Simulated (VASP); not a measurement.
## SnSe2: single point with PBEsol

The system is SnSe2.

```
Sn Se
1.0
     3.81100    0.00000    0.00000
    -1.90550    3.30042    0.00000
     0.00000    0.00000    6.13700
Sn Se
1 2
Direct
  0.00000 0.00000 0.00000
  0.31935 0.63871 0.23951
  0.65269 0.30537 0.73951
```

This cell differs from its parent crystal: all Se atoms moved +0.113 Å, as atom 2 towards its neighbour atom 1 (Sn) at 2.682 Å.

- Program: VASP 6.6.1
- Task: single point
- Functional: PBEsol
- Potentials or basis: VASP PAW PBE potentials, release 64 (Sn_d, Se)
- Cutoff: 520 eV
- k mesh: 12 × 12 × 6
- Occupations: gaussian, width 0.05 eV
- Spin: no spin polarisation

```
Pressure               : 2.7 GPa
Largest force          : 1.220 eV/Å
Band gap on the k mesh : 0.60 eV (least direct gap 0.94 eV)
```

Forces on the atoms (eV/Å):
```
Sn   0.000 -0.616 -1.048
Se   0.000  0.419  1.145
Se   0.000  0.197 -0.097
```

Stress tensor (GPa, compression positive):
```
1.71 0.00 0.00
0.00 2.62 0.64
0.00 0.64 3.71
```

Levels at points of the mesh, in eV from the valence-band top:
```csv
k point,band 10,band 11,band 12,band 13,band 14,band 15,band 16,band 17
"(0.00, 0.00, 0.00)",-0.77,-0.41,-0.19,-0.04,0.90,2.82,4.49,4.57
"(0.50, 0.00, 0.00)",-3.00,-2.77,-1.30,-0.32,1.02,3.61,5.20,5.48
"(0.00, 0.50, 0.00)",-3.01,-2.76,-1.30,-0.34,1.06,3.63,5.26,5.35
"(0.00, 0.00, 0.50)",-1.05,-0.85,-0.27,-0.09,2.22,2.87,4.21,4.31
"(0.50, 0.00, 0.50)",-2.61,-2.07,-0.92,-0.71,0.74,4.05,4.66,5.64
"(0.00, 0.50, 0.50)",-2.59,-2.08,-0.91,-0.74,0.74,4.08,4.72,5.68
```

Wall time 5.7 min on 1 thread of Oxide Virtual Turin-like Processor, on a shared host, peak memory 0.43 GiB.

Caveat: the cell differs from its parent crystal (all Se atoms moved +0.113 Å, as atom 2 towards its neighbour atom 1 (Sn) at 2.682 Å); semilocal functionals underestimate gaps, and a narrow one can read as zero; the PAW data sets were made with another functional, which shifts forces and pressure a little; spin-orbit coupling is left out, which moves the levels of the heavy elements; this functional lacks dispersion, which binds layers or chains, so the pressure and a relaxed spacing across them are unreliable. A k mesh can miss the band edges.
